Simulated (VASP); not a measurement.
# Ca: single point with PBEsol

Crystal: Ca.

```
Ca
1.0
    -2.16331    2.16331    2.16331
     2.16331   -2.16331    2.16331
     2.16331    2.16331   -2.16331
Ca
1
Direct
  0.00000 0.00000 0.00000
```

This isn't the form of Ca at room conditions, which is fcc.

```yaml
Program: VASP 6.6.1
Task: single point
Functional: PBEsol
Potentials_or_basis: VASP PAW PBE potentials, release 64 (Ca_sv)
Cutoff: 520 eV
k_mesh: 10 × 10 × 10
Occupations: fermi-dirac, width 0.1 eV
Spin: no spin polarisation
```

```
Pressure               : 0.0 GPa
Band gap on the k mesh : zero (bands 5 and 6 overlap by 0.24 eV)
```

Levels at points of the mesh, in eV from the Fermi level:
| k point | band 3 | band 4 | band 5 | band 6 | band 7 | band 8 |
| --- | --- | --- | --- | --- | --- | --- |
| (0.00, 0.00, 0.00) | -22.75 | -22.75 | -4.13 | 2.36 | 2.36 | 2.36 |
| (0.50, 0.00, 0.00) | -22.80 | -22.75 | -0.92 | 0.03 | 1.35 | 3.38 |
| (0.50, 0.50, 0.50) | -22.87 | -22.87 | 0.02 | 0.02 | 4.09 | 4.09 |

Wall time 19 s on 1 thread of Intel(R) Xeon(R) Platinum 8259CL CPU @ 2.50GHz (Skylake/Cascade Lake), on a shared host, peak memory 0.16 GiB.

Caveat: the PAW data sets were made with another functional, which shifts forces and pressure a little.
